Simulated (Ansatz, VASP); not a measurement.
## Ga in VASP and in Ansatz

```
CELL_PARAMETERS angstrom
1.45000 -4.06500 0.00000
1.45000 4.06500 0.00000
0.00000 0.00000 3.17000
ATOMIC_POSITIONS crystal
Ga 0.84482 0.08622 0.25000
Ga 0.13300 0.86700 0.75000
```

Alike in both runs: task single point; functional PBEsol; k mesh 18 × 18 × 16; occupations gaussian, width 0.15 eV; no spin polarisation.

```csv
,VASP,Ansatz
version,VASP 6.6.1,Ansatz 0.2.0
potentials or method,"VASP PAW PBE potentials, release 64 (Ga_d), cutoff 520 eV","scalar-relativistic, plane waves, PAW"
valence electrons in the cell,26,26
```

Ansatz gave:

| Item | Value |
| --- | --- |
| gap on the k mesh at the Fermi level (eV) | none |
| pressure (GPa) | -1.4 |
| traceless stress, the component that is largest in VASP (GPa) | -3.39 |
| rms of the force components (eV/Å) | 0.373 |

**Question.** Which values does VASP return?

**Answer.** gap on the k mesh at the Fermi level (eV): none; pressure (GPa): -1.3; traceless stress, the component that is largest in VASP (GPa): -3.40; rms of the force components (eV/Å): 0.374.

VASP's potentials were made for PBE, not for PBEsol. Atom by atom the forces differ by 0.001 eV/Å (rms over components). A gap of «none» marks a metal or a gap that the smearing closes.
